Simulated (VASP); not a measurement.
Input of a VASP 6.6.1 run:

File INCAR:

```
ALGO     = Normal         # electronic algorithm
DIPOL    = 0.5 0.5 0.500
EDIFF    = 1E-6           # SCF threshold, eV
ENCUT    = 520            # plane-wave cutoff, eV
GGA      = PE             # functional
IDIPOL   = 3            
ISIF     = 2              # what is computed and relaxed
ISMEAR   = 1              # smearing method
LASPH    = True           # aspherical terms in the spheres
LCHARG   = False          # write CHGCAR
LDIPOL   = True         
LREAL    = False          # projectors in reciprocal space
LWAVE    = False          # write WAVECAR
NBANDS   = 43             # bands
NELM     = 100            # most SCF steps
PREC     = Accurate       # precision mode
SIGMA    = 0.1            # smearing width, eV
```

File KPOINTS:

```
k-points
0
Gamma
  7 7 1
```

POSCAR

```
W
1.0
    2.8708535316      0.0000000000      0.0000000000
    1.4354267658      2.4862320889      0.0000000000
    0.0000000000      0.0000000000     21.3761683716
W
5
Direct
    0.0000000000      0.0000000000      0.2806864119
    0.3333333333      0.3333333333      0.3903432059
    0.6666666667      0.6666666667      0.5000000000
    0.0000000000      0.0000000000      0.6096567941
    0.3333333333      0.3333333333      0.7193135881
```

Potentials or basis: VASP PAW PBE potentials, release 64 (W_sv).

Run with:

```console
$ cat potpaw_PBE.64/W_sv/POTCAR > POTCAR
$ mpirun -np 1 vasp_std > vasp.out
```

Task: Predict the band gap on the k mesh.

Result: Zero (bands 35 and 36 overlap by 0.93 eV).

Task: Estimate the largest force.

Result: 0.217 eV/Å.

Forces on the atoms (eV/Å):
```
W    0.000  0.000 -0.023
W    0.000  0.000  0.217
W    0.000  0.000  0.000
W    0.000  0.000 -0.217
W    0.000  0.000  0.023
```

Caveat: the k points lie up to 0.36 Å⁻¹ apart, too coarse for converged energies and pressures of a metal; spin-orbit coupling is left out, which moves the levels of the heavy elements.
